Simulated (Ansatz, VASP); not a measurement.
Two plane-wave programs on SnSe2

INCAR

```
PREC     = Accurate       # precision mode
ENCUT    = 500            # plane-wave cutoff, eV
EDIFF    = 1E-6           # SCF threshold, eV
ISMEAR   = -1             # smearing method
SIGMA    = 0.02           # smearing width, eV
LREAL    = F              # projectors in reciprocal space
LASPH    = T              # aspherical terms in the spheres
NELM     = 120            # most SCF steps
ALGO     = Normal         # electronic algorithm
ISIF     = 2              # what is computed and relaxed
LWAVE    = F              # write WAVECAR
LCHARG   = F              # write CHGCAR
GGA      = PE             # functional
NBANDS   = 20             # bands
ISYM     = 0            
GGA_COMPAT= F
```

KPOINTS

```
regular mesh
0
Gamma
  4 4 4
```

Contents of POSCAR:

```
SnSe2
1.0
    0.0000000000      3.4068553702      3.4068553702
    3.4068553702      0.0000000000      3.4068553702
    3.4068553702      3.4068553702      0.0000000000
Sn Se
1 2
Direct
    0.0000000000      0.0000000000      0.0000000000
    0.2500000000      0.2500000000      0.2500000000
    0.7500000000      0.7500000000      0.7500000000
```

Input for Ansatz:

```yaml
crystal:
  lattice:
    - [0.0, 3.4068553702, 3.4068553702]
    - [3.4068553702, 0.0, 3.4068553702]
    - [3.4068553702, 3.4068553702, 0.0]
  atoms:
    - { symbol: Sn, position: [0.0, 0.0, 0.0] }
    - { symbol: Se, position: [0.25, 0.25, 0.25] }
    - { symbol: Se, position: [0.75, 0.75, 0.75] }
  symmetry: { detect: false }
kpoints:
  mp_grid: { grid: [4, 4, 4] }
hamiltonian:
  xc: pbe
scf:
  occupations: { method: fermi_dirac, width: 0.02 }
  n_extra_bands: 4
output:
  forces: true
  stress: true
  eigenvalues: true
```

Alike in both runs: task single point; functional PBE; k mesh 4 × 4 × 4; occupations fermi-dirac, width 0.02 eV; no spin polarisation.

|  | VASP | Ansatz |
| --- | --- | --- |
| version | VASP 6.6.1 | Ansatz 0.2.0 |
| potentials or method | VASP PAW PBE potentials, release 64 (Sn_d, Se) | plane waves |
| plane-wave cutoff (eV) | 500 | 420 |
| valence electrons in the cell | 26 | 46 |

```csv
,VASP,Ansatz,Ansatz less VASP
pressure (GPa),1.7,1.6,-0.02
```

The functional is the same, so the differences come from potentials, cutoffs and numerics. VASP's potentials hold 26 valence electrons a cell and Ansatz's 46, so a difference there can come from the potentials and not from the codes.

The k mesh is coarse, so the values compare programs but aren't converged.
